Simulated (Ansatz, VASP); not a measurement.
**AlH: VASP beside Ansatz**

```
Al H
1.0
     1.49131    0.86101    5.25956
    -1.49131    0.86101    5.25956
     0.00000   -1.72202    5.25956
Al H
2 2
Direct
  0.23565 0.23565 0.23565
  0.76435 0.76435 0.76435
  0.37705 0.37705 0.37705
  0.62295 0.62295 0.62295
```

Alike in both runs: functional PBE; k mesh 18 × 18 × 18; occupations gaussian, width 0.1 eV; no spin polarisation.

Ansatz relaxed the structure, and its values are those at the end. VASP's run is a single point on that final structure, the one shown.

```csv
,VASP,Ansatz
version,VASP 6.6.1,Ansatz 0.2.0
potentials or method,"VASP PAW PBE potentials, release 64 (Al, H), cutoff 520 eV","scalar-relativistic, plane waves, PAW"
valence electrons in the cell,8,8
```

Ansatz gave:

```
gap on the k mesh at the Fermi level (eV) : none
pressure (GPa)                            : 0.0
```

Task: Estimate VASP's values.

Result: gap on the k mesh at the Fermi level (eV): none; pressure (GPa): -0.1.

A gap of «none» marks a metal or a gap that the smearing closes.
